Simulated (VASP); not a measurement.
# TiO2 (Imma) in VASP: relaxation of the atoms with PBE

Aim: the relaxation of the atoms of TiO2 with PBE.

Everything below comes from runs of VASP 6.6.1. Logs are shortened: lines on timing, memory, paths and dates and some standing lists are left out, and cuts for length are marked.

### 1 The cell of the first run

The typed cell holds 6 atoms: a = 5.414 Å, b = 5.414 Å, c = 5.414 Å, α = 138.37°, β = 138.47°, γ = 60.26°.

### 2 Relaxation of the atoms, PBE

INCAR

```
SYSTEM = TiO2
  ALGO = Normal
  EDIFF = 1E-7
  EDIFFG = -0.002
  ENCUT = 520
  GGA = PE
  GGA_COMPAT = .False.
  IBRION = 2
  ISIF = 2
  ISMEAR = 0
  LASPH = .True.
  LCHARG = .False.
  LREAL = .False.
  LWAVE = .False.
  NELM = 120
  NELMIN = 4
  NSW = 80
  PREC = Accurate
  SIGMA = 0.01
```

KPOINTS

```
k-points
0
Gamma
  7 7 7
  0 0 0
```

POSCAR

```
TiO2
1.0
   -1.9236980000      1.9193460000      4.6826100000
    1.9236980000     -1.9193460000      4.6826100000
    1.9236980000      1.9193460000     -4.6826100000
Ti O
2 4
Direct
    0.0000000000      0.0000000000      0.0000000000
    0.7500000000      0.2500000000      0.5000000000
    0.2081000000      0.2081000000      0.0000000000
    0.9581000000      0.4581000000      0.5000000000
    0.5419000000      0.0419000000      0.5000000000
    0.7919000000      0.7919000000      0.0000000000
```

Potentials or basis: VASP PAW PBE potentials, release 64 (Ti_sv, O).

On the command line:

```sh
$ cat potpaw_PBE.64/Ti_sv/POTCAR potpaw_PBE.64/O/POTCAR > POTCAR
$ mpirun -np 1 vasp_std > vasp.out
```

OUTCAR:

```text
SYSTEM = TiO2
   EDIFF = 1E-7
   EDIFFG = -0.002
   ENCUT = 520
   GGA = PE
   IBRION = 2
   ISIF = 2
   ISMEAR = 0
   LASPH = .True.
   LREAL = .False.
   NELM = 120
   NELMIN = 4
   NSW = 80
   PREC = Accurate

 ion  position               nearest neighbor table
   1  0.000  0.000  0.000-   3 1.95   6 1.95   5 1.96   5 1.96   4 1.96   4 1.96
   2  0.750  0.250  0.500-   4 1.95   5 1.95   3 1.96   3 1.96   6 1.96   6 1.96
   3  0.208  0.208  0.000-   1 1.95   2 1.96   2 1.96
   4  0.958  0.458  0.500-   2 1.95   1 1.96   1 1.96
   5  0.542  0.042  0.500-   2 1.95   1 1.96   1 1.96
   6  0.792  0.792  0.000-   1 1.95   2 1.96   2 1.96

  LATTYP: Found a body centered orthorhombic cell.
 ALAT       =     3.8386920000
 B/A-ratio  =     1.0022674390
 C/A-ratio  =     2.4396903945

  Lattice vectors:

 A1 = (   1.9236980000,  -1.9193460000,  -4.6826100000)
 A2 = (  -1.9236980000,   1.9193460000,  -4.6826100000)
 A3 = (   1.9236980000,   1.9193460000,   4.6826100000)

Analysis of symmetry for initial positions (statically):
=====================================================================
 Subroutine PRICEL returns:
 Original cell was already a primitive cell.

 Routine SETGRP: Setting up the symmetry group for a
 body centered orthorhombic supercell.

 Subroutine GETGRP returns: Found  8 space group operations
 (whereof  4 operations were pure point group operations)
 out of a pool of  8 trial point group operations.

The static configuration has the point symmetry C_2v.
 The point group associated with its full space group is D_2h.

Analysis of symmetry for dynamics (positions and initial velocities):
=====================================================================
 Subroutine PRICEL returns:
 Original cell was already a primitive cell.

 Routine SETGRP: Setting up the symmetry group for a
 body centered orthorhombic supercell.

 Subroutine GETGRP returns: Found  8 space group operations
 (whereof  4 operations were pure point group operations)
 out of a pool of  8 trial point group operations.

The dynamic configuration has the point symmetry C_2v.
 The point group associated with its full space group is D_2h.

 Subroutine INISYM returns: Found  8 space group operations
 (whereof  4 operations are pure point group operations),
 and found     1 'primitive' translations

----------------------------------------------------------------------------------------

                                     Primitive cell

  volume of cell :      69.1573

  direct lattice vectors                    reciprocal lattice vectors
[... 105 lines left out ...]
   PSTRESS=    0.0 pullay stress
   NELECT =      48.0000    total number of electrons
   NUPDOWN=      -1.0000    fix difference up-down
   EMIN   =  10.00;   EMAX   =-10.00  energy-range for DOS
   EFERMI =   0.00;   METHOD = LEGACY
   ISMEAR =     0;   SIGMA  =   0.01  broadening in eV -4-tet -1-fermi 0-gaus
   EFERMI_NEDOS =   21; number of points for ismear=-14 and -15
   IALGO  =     38    algorithm
   IMIX   =      4    mixing-type and parameters
     AMIX     =   0.40;   BMIX     =  1.00
     AMIX_MAG =   1.60;   BMIX_MAG =  1.00
  volume/ion in A,a.u.               =      11.53        77.78
  Fermi-wavevector in a.u.,A,eV,Ry     =   1.449470  2.739101 28.585336  2.100963
  Thomas-Fermi vector in A             =   2.567193
   LORBIT       =      0    0 simple, 1 ext, 2 COOP (PROOUT), +10 PAW based schemes
   GGA     = PE    functional components
   LHFCALC =     F    Hartree Fock is set to
   AEXX    =    0.0000 exact exchange contribution
   IVDW    =     0    specifies the selected vdW correction
   LEPSILON=     F    determine dielectric tensor
   LRPA    =     F    only Hartree local field effects (RPA)
 conjugate gradient relaxation of ions
 non-spin polarized calculation
 Gauss-broadening in eV      SIGMA  =   0.01
  energy-cutoff  :      520.00
  volume of cell :       69.16
 maximum number of plane-waves:      1889
   NGX = 21   NGY = 21   NGZ = 21

--------------------------------------- Ionic step        1  -------------------------------------------

 number of electron      47.9999993 magnetization

 Free energy of the ion-electron system (eV)
  ---------------------------------------------------
  ext. energy  EPLUGINS =         0.00000000
  ---------------------------------------------------
  free energy    TOTEN  =       -53.80809921 eV

  energy without entropy =      -53.80809921  energy(sigma->0) =      -53.80809921

------------------------ aborting loop because EDIFF is reached ----------------------------------------

  FORCE on cell =-STRESS in cart. coord.  units (eV):
  Direction    XX          YY          ZZ          XY          YZ          ZX
  --------------------------------------------------------------------------------------
  -------------------------------------------------------------------------------------
  Total       -0.1657714      0.2214037      4.0099442      0.0000000      0.0000000      0.0000000
  in kB       -3.8404494      5.1292911     92.8989408      0.0000000      0.0000000      0.0000000
  external PRESSURE =      31.3959275 kB  Pullay stress =       0.0000000 kB
[... 147 lines left out ...]
--------------------------------------- Ionic step        5  -------------------------------------------

 number of electron      48.0000007 magnetization

 Free energy of the ion-electron system (eV)
  ---------------------------------------------------
  ext. energy  EPLUGINS =         0.00000000
  ---------------------------------------------------
  free energy    TOTEN  =       -53.83269335 eV

  energy without entropy =      -53.83269335  energy(sigma->0) =      -53.83269335

 E-fermi :   3.3307     XC(G=0): -10.6735

 val. band max:        3.2883628422   @ k =  -0.4286   0.4286   0.0000
 cond. band min:       5.2371951414   @ k =   0.0000   0.0000   0.0000
 fundamental gap:      1.9488322992
 Fermi energy:         3.3306575875

 k-point     1 :       0.0000    0.0000    0.0000
  band No.  band energies     occupation
      1     -53.2400      2.00000
      2     -53.1786      2.00000
      3     -29.6841      2.00000
      4     -29.4575      2.00000
      5     -29.4555      2.00000
      6     -29.3811      2.00000
[... 733 lines left out ...]
     27       6.7472      0.00000
     28       6.9912      0.00000

 [... further k-points ...]

------------------------ aborting loop because EDIFF is reached ----------------------------------------

  FORCE on cell =-STRESS in cart. coord.  units (eV):
  Direction    XX          YY          ZZ          XY          YZ          ZX
  --------------------------------------------------------------------------------------
  -------------------------------------------------------------------------------------
  Total       -0.1362732      0.0533973      1.7253506      0.0000000      0.0000000      0.0000000
  in kB       -3.1570615      1.2370621     39.9714413      0.0000000      0.0000000      0.0000000
  external PRESSURE =      12.6838139 kB  Pullay stress =       0.0000000 kB
[... 21 lines left out ...]
  FREE ENERGIE OF THE ION-ELECTRON SYSTEM (eV)
  ---------------------------------------------------
  free  energy   TOTEN  =       -53.8326933487 eV

  energy  without entropy=      -53.8326933487  energy(sigma->0) =      -53.83269335

 reached required accuracy - stopping structural energy minimisation
```

OSZICAR:

```text
N       E                     dE             d eps       ncg     rms          rms(c)
DAV:   1     0.687715564015E+03    0.68772E+03   -0.25094E+04  3584   0.199E+03
DAV:   2     0.496555249769E+02   -0.63806E+03   -0.61883E+03  3976   0.578E+02
DAV:   3    -0.654899159160E+02   -0.11515E+03   -0.11199E+03  5476   0.217E+02
[... 46 lines left out ...]
       N       E                     dE             d eps       ncg     rms          rms(c)
DAV:   1    -0.538326781592E+02    0.12556E-04   -0.78815E-04  4108   0.525E-01    0.925E-03
DAV:   2    -0.538326929702E+02   -0.14811E-04   -0.17447E-04  3600   0.940E-02    0.473E-03
DAV:   3    -0.538326933778E+02   -0.40760E-06   -0.81762E-06  4840   0.246E-02    0.295E-03
DAV:   4    -0.538326933487E+02    0.29070E-07   -0.72976E-07  4524   0.116E-02
   5 F= -.53832693E+02 E0= -.53832693E+02  d E =-.365250E-04
```

Wall time 17 min (1 thread of Intel Xeon 8259CL, shared host); peak memory 0.3 GiB.

What came out:

```yaml
Free_energy: -53.8327 eV
Energy_gained_by_relaxing: 4.1 meV/atom
Ionic_steps: 5
Pressure_after_relaxing: 1.3 GPa
Band_gap_on_the_k_mesh: 1.95 eV (least direct gap 2.36 eV)
```

Step by step:
```tsv
step	energy change (eV)	largest force (eV/Å)	pressure (GPa)
1	0.0000	0.4560	3.14
2	-0.0235	0.0908	1.64
3	-0.0246	0.0301	1.28
4	-0.0246	0.0080	1.27
5	-0.0246	0.0008	1.27
```

Final structure:
```yaml
crystal:
  lattice:
    - [-1.92370, 1.91935, 4.68261]
    - [1.92370, -1.91935, 4.68261]
    - [1.92370, 1.91935, -4.68261]
  atoms:
    - { symbol: Ti, position: [0.99977, 0.99977, 0.00000] }
    - { symbol: Ti, position: [0.75023, 0.25023, 0.50000] }
    - { symbol: O, position: [0.21107, 0.21107, 0.00000] }
    - { symbol: O, position: [0.96104, 0.46104, 0.50000] }
    - { symbol: O, position: [0.53893, 0.03893, 0.50000] }
    - { symbol: O, position: [0.78896, 0.78896, 0.00000] }
```

A k mesh can miss the band edges.
